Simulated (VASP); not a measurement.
Fe, 1 atom in the cell. The structure is tetragonal, space group I4/mmm (No. 139). The conventional cell has a = 2.696 Å, b = 2.696 Å, c = 3.373 Å, α = 90.00°, β = 90.00°, γ = 90.00°. Fe (site symmetry 4/mmm) has 14 Fe at 2.55 to 3.37 Å within 3.4 Å.  This cell differs from its parent crystal: volume 12.259 Å^3 an atom, c/a of the conventional cell 1.2513.

| Quantity | Value |
| --- | --- |
| Program | VASP 6.6.1 |
| Task | single point |
| Functional | PBE |
| Potentials or basis | VASP PAW PBE potentials, release 64 (Fe) |
| Cutoff | 520 eV |
| k mesh | 12 × 12 × 12 |
| Occupations | gaussian, width 0.15 eV |
| Spin | collinear spin, ferromagnetic start |
| Starting moments | [2.44] μB |
| Dipole correction | no |
| Further INCAR settings | ALGO = Normal; EDIFF = 1e-06; NBANDS = 14 |

Potentials or basis: VASP PAW PBE potentials, release 64 (Fe).

Launch:

```console
$ cat potpaw_PBE.64/Fe/POTCAR > POTCAR
$ mpirun -np 1 vasp_std > vasp.out
```

Hardware: 1 thread of AMD EPYC 7R43 64-Core Processor (Zen 3), with other jobs on the host.

Task: Estimate the wall time of this run.

Result: Wall time 96 s on 1 thread of AMD EPYC 7R43 64-Core Processor (Zen 3), on a shared host, peak memory 0.12 GiB. Counts: scf iterations 14, k points 163.
